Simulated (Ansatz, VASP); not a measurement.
**BN: VASP beside Ansatz**

The input INCAR:

```
  PREC = Accurate
  ENCUT = 520
  EDIFF = 1E-7
  ISMEAR = 0
  SIGMA = 0.05
  LREAL = False
  LASPH = True
  NELM = 60
  ALGO = Normal
  ISIF = 2
  LWAVE = False
  LCHARG = True
  GGA = PE
  LELF = True
  LVHAR = True
  NBANDS = 16
```

Contents of KPOINTS:

```
Automatic mesh
0
Gamma
  12 12 4
```

Contents of POSCAR:

```
BN
1.0
    2.5121751215      0.0000000000      0.0000000000
   -1.2560875608      2.1756074740      0.0000000000
    0.0000000000      0.0000000000      8.3436910039
B N
2 2
Direct
    0.5997212285      0.8616761405      0.2500000000
    0.6666666667      0.3333333333      0.7500000000
    0.3333333333      0.6666666667      0.7500000000
    0.6666666667      0.3333333333      0.2500000000
```

Input for Ansatz:

```yaml
crystal:
  lattice:
    - [2.5121751215, 0.0, 0.0]
    - [-1.2560875608, 2.175607474, 0.0]
    - [0.0, 0.0, 8.3436910039]
  atoms:
    - { symbol: B, position: [0.5997212285, 0.8616761405, 0.25] }
    - { symbol: B, position: [0.6666666667, 0.3333333333, 0.75] }
    - { symbol: "N", position: [0.3333333333, 0.6666666667, 0.75] }
    - { symbol: "N", position: [0.6666666667, 0.3333333333, 0.25] }
basis:
  ecutwfc: 420
kpoints:
  mp_grid: { grid: [12, 12, 4] }
hamiltonian:
  xc: pbe
scf:
  occupations: { method: gaussian, width: 0.05 }
output:
  forces: true
  stress: true
  eigenvalues: true
  write_density: true
  write_potential: true
  elf: true
  volumetric_format: npy
```

Alike in both runs: task single point; functional PBE; k mesh 12 × 12 × 4; occupations gaussian, width 0.05 eV; no spin polarisation.

```csv
,VASP,Ansatz
version,VASP 6.6.1,Ansatz 0.2.0
potentials or method,"VASP PAW PBE potentials, release 64 (B, N), cutoff 520 eV","scalar-relativistic, plane waves, PAW"
valence electrons in the cell,16,16
```

|  | VASP | Ansatz | Ansatz less VASP |
| --- | --- | --- | --- |
| gap on the k mesh at the Fermi level (eV) | 2.61 | 2.64 | +0.028 |
| least direct gap on the mesh (eV) | 2.96 | 2.99 | +0.022 |
| rms of the force components (eV/Å) | 8.603 | 8.451 | -0.1510 |

Atom by atom the forces differ by 0.152 eV/Å (rms over components).
